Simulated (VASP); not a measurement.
## ZrC: single point with r2SCAN

ZrC:

```
Zr C
1.0
     0.00000    2.34006    2.34006
     2.34006    0.00000    2.34006
     2.34006    2.34006    0.00000
Zr C
1 1
Direct
  0.50000 0.50000 0.50000
  0.00000 0.00000 0.00000
```

* Program: VASP 6.6.1
* Task: single point
* Functional: r2SCAN
* Potentials or basis: VASP PAW PBE potentials, release 64 (Zr_sv, C)
* Cutoff: 660 eV
* k mesh: 12 × 12 × 12
* Occupations: gaussian, width 0.05 eV
* Spin: no spin polarisation
* Dipole correction: no
* Further INCAR settings: ALGO = Normal; EDIFF = 1e-06; NBANDS = 15

The pressure is 5.0 GPa and the band gap on the k mesh is zero (bands 8 and 9 overlap by 1.33 eV).

Levels at points of the mesh, in eV from the Fermi level:
```csv
k point,band 6,band 7,band 8,band 9,band 10,band 11
"(0.00, 0.00, 0.00)",0.83,0.83,0.83,1.22,1.22,1.22
"(0.50, 0.00, 0.00)",-5.63,-3.26,-3.26,4.78,4.78,5.70
"(0.50, 0.50, 0.00)",-2.29,-1.78,-0.08,-0.08,4.59,5.98
```

Run time: 70 s on 1 thread of Intel(R) Xeon(R) 6975P-C (Granite Rapids) (shared host), peak memory 0.19 GiB.

Caveat: the cell stands under pressure; the PAW data sets were made with another functional, which shifts forces and pressure a little.
